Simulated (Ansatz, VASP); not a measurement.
**Two plane-wave programs on MgS**

File INCAR:

```
SYSTEM = MgS
ALGO     = Normal         ! electronic algorithm
EDIFF    = 1E-6           ! SCF threshold, eV
ENCUT    = 520            ! plane-wave cutoff, eV
GGA      = PE             ! functional
ISIF     = 2              ! what is computed and relaxed
ISMEAR   = 0              ! smearing method
LASPH    = .True.         ! aspherical terms in the spheres
LCHARG   = .False.        ! write CHGCAR
LREAL    = .False.        ! projectors in reciprocal space
LWAVE    = .False.        ! write WAVECAR
NBANDS   = 11             ! bands
NELM     = 60             ! most SCF steps
PREC     = Accurate       ! precision mode
SIGMA    = 0.05           ! smearing width, eV
```

The input KPOINTS:

```
k-points
0
Gamma
  8 8 8
  0 0 0
```

Contents of POSCAR:

```
MgS
1.0
    0.0000000000      2.6016500000      2.6016500000
    2.6016500000      0.0000000000      2.6016500000
    2.6016500000      2.6016500000      0.0000000000
Mg S
1 1
Direct
   -0.1019218738      0.0000000000      0.0000000000
    0.5000000000      0.5000000000      0.5000000000
```

Input for Ansatz:

```yaml
crystal:
  lattice:
    - [0.0, 2.60165, 2.60165]
    - [2.60165, 0.0, 2.60165]
    - [2.60165, 2.60165, 0.0]
  atoms:
    - { symbol: Mg, position: [-0.1019218738, 0.0, 0.0] }
    - { symbol: S, position: [0.5, 0.5, 0.5] }
basis:
  ecutwfc: 420
kpoints:
  mp_grid: { grid: [8, 8, 8] }
hamiltonian:
  xc: pbe
scf:
  occupations: { method: gaussian, width: 0.05 }
output:
  forces: true
  stress: true
  eigenvalues: true
```

Change from the starting cell: all Mg atoms moved +0.375 Å, as atom 1 towards its neighbour atom 1 (Mg) at 3.679 Å.

Alike in both runs: task single point; functional PBE; k mesh 8 × 8 × 8; occupations gaussian, width 0.05 eV; no spin polarisation.

|  | VASP | Ansatz |
| --- | --- | --- |
| version | VASP 6.6.1 | Ansatz 0.2.0 |
| potentials or method | VASP PAW PBE potentials, release 64 (Mg, S), cutoff 520 eV | scalar-relativistic, plane waves, PAW |
| valence electrons in the cell | 8 | 16 |

VASP gave:

```
gap on the k mesh at the Fermi level (eV)                     : 2.81
least direct gap on the mesh (eV)                             : 3.68
pressure (GPa)                                                : 5.6
traceless stress, the component that is largest in VASP (GPa) : -5.71
rms of the force components (eV/Å)                            : 0.729
```

Q: Estimate Ansatz's values.

A: gap on the k mesh at the Fermi level (eV): 2.83; least direct gap on the mesh (eV): 3.69; pressure (GPa): 5.8; traceless stress, the component that is largest in VASP (GPa): -5.69; rms of the force components (eV/Å): 0.728.

Atom by atom the forces differ by 0.001 eV/Å (rms over components). The functional is the same, so the differences come from potentials, cutoffs and numerics. VASP's potentials hold 8 valence electrons a cell and Ansatz's 16, so a difference there can come from the potentials and not from the codes.
